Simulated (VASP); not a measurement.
Crystal: AgCl (Chlorargyrite).

```
CELL_PARAMETERS angstrom
0.00000 2.72376 2.72376
2.72376 0.00000 2.72376
2.72376 2.72376 0.00000
ATOMIC_POSITIONS crystal
Ag 0.00000 0.00000 0.00000
Cl 0.50000 0.50000 0.50000
```

Base run:

```yaml
Program: VASP 6.6.1
Functional: PBEsol
Potentials_or_basis: VASP PAW PBE potentials, release 64 (Ag, Cl)
Cutoff: 500 eV
k_mesh: 8 × 8 × 8
Occupations: gaussian, width 0.01 eV
Spin: no spin polarisation
```

Its results: band gap on the k mesh 0.72 eV, indirect (least direct gap 3.22 eV); pressure -0.1 GPa.

**Question.** The run is repeated on the same cell with these changes: functional from PBEsol to PBE. What comes out?

**Answer.** Band gap on the k mesh 0.90 eV, indirect (least direct gap 3.37 eV); pressure 4.6 GPa.

PBE binds less tightly than PBEsol, so the same cell stands under more pressure.

Caveats: the PAW data sets were made with another functional, which shifts forces and pressure a little (some runs).

A k mesh can miss the band edges.
